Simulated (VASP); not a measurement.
BN, 8 atoms in the cell. It takes space group P4_2/mnm (No. 136, tetragonal). Conventional cell: a = 4.431 Å, b = 4.431 Å, c = 2.386 Å, α = 90.00°, β = 90.00°, γ = 90.00°. Within 2.0 Å of B (site symmetry m2m) lie 4 N at 1.47 to 1.60 Å. Within 2.0 Å of N (site symmetry m2m) lie 4 B at 1.47 to 1.60 Å. 

```yaml
Program: VASP 6.6.1
Task: single point
Functional: PBEsol
Potentials_or_basis: VASP PAW PBE potentials, release 64 (B, N)
Cutoff: 520 eV
k_mesh: 6 × 6 × 10
Occupations: gaussian, width 0.05 eV
Spin: no spin polarisation
Dipole_correction: no
Further_INCAR_settings: ALGO = Normal; EDIFF = 1e-06; NBANDS = 26
```

Potentials or basis: VASP PAW PBE potentials, release 64 (B, N).

Run with:

```sh
$ cat potpaw_PBE.64/B/POTCAR potpaw_PBE.64/N/POTCAR > POTCAR
$ mpirun -np 1 vasp_std > vasp.out
```

Hardware: 1 thread of Intel Xeon 8259CL (shared host).

Question: How long does it take, and how much memory?

Answer: Run time: 100 s on 1 thread of Intel Xeon 8259CL (shared host), peak memory 0.19 GiB. Counts: scf iterations 13, k points 60.
